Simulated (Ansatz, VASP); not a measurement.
## Ga: VASP beside Ansatz

The input INCAR:

```
SYSTEM = Ga
PREC = Accurate
ENCUT = 520
EDIFF = 1E-6
ISMEAR = -1
SIGMA = 0.1
LREAL = .False.
LASPH = .True.
NELM = 60
ALGO = Normal
ISIF = 2
LWAVE = .False.
LCHARG = .True.
GGA = PE
LELF = .True.
LVHAR = .True.
NBANDS = 34
```

Contents of KPOINTS:

```
Automatic mesh
0
Gamma
  14 14 4
  0 0 0
```

POSCAR

```
Ga
1.0
    2.9535916758      0.0000000000      0.0000000000
   -1.4767958379      2.5578854236      0.0000000000
    0.0000000000      0.0000000000      9.6436319774
Ga
4
Direct
    1.0000000000      0.0000000000      1.0000000000
    1.0000000000      0.0000000000      0.5000000000
    0.3333333333      0.6666666667      0.2500000000
    0.6666666667      0.3333333333      0.7500000000
```

Input for Ansatz:

```yaml
crystal:
  lattice:
    - [2.9535916758, 0.0, 0.0]
    - [-1.4767958379, 2.5578854236, 0.0]
    - [0.0, 0.0, 9.6436319774]
  atoms:
    - { symbol: Ga, position: [1.0, 0.0, 1.0] }
    - { symbol: Ga, position: [1.0, 0.0, 0.5] }
    - { symbol: Ga, position: [0.3333333333, 0.6666666667, 0.25] }
    - { symbol: Ga, position: [0.6666666667, 0.3333333333, 0.75] }
hamiltonian:
  xc: pbe
  pseudopotentials:
    kind: paw
    azcp:
      Ga: "pseudopotentials/Ga.paw.azcp"
basis:
  ecutwfc: 420
  fft_grid_basis: typed
kpoints:
  mp_grid: { grid: [14, 14, 4], shift: [0, 0, 0] }
magnetization:
  spin_polarized: false
scf:
  occupations: { method: fermi_dirac, width: 0.1 }
  lower_state_search: "off"
output:
  stress: true
```

Alike in both runs: task single point; functional PBE; k mesh 14 × 14 × 4; occupations fermi-dirac, width 0.1 eV; no spin polarisation.

|  | VASP | Ansatz |
| --- | --- | --- |
| version | VASP 6.6.1 | Ansatz 0.2.0 |
| potentials or method | VASP PAW PBE potentials, release 64 (Ga_d), cutoff 520 eV | plane waves (420 eV) with PAW, scalar-relativistic |
| valence electrons in the cell | 52 | 52 |

```csv
,VASP,Ansatz,Ansatz less VASP
pressure (GPa),2.3,2.3,-0.03
"traceless stress, the component that is largest in VASP (GPa)",0.86,0.86,+0.001
```

With one functional, cell and mesh, what is left measures potentials, basis and numerics.
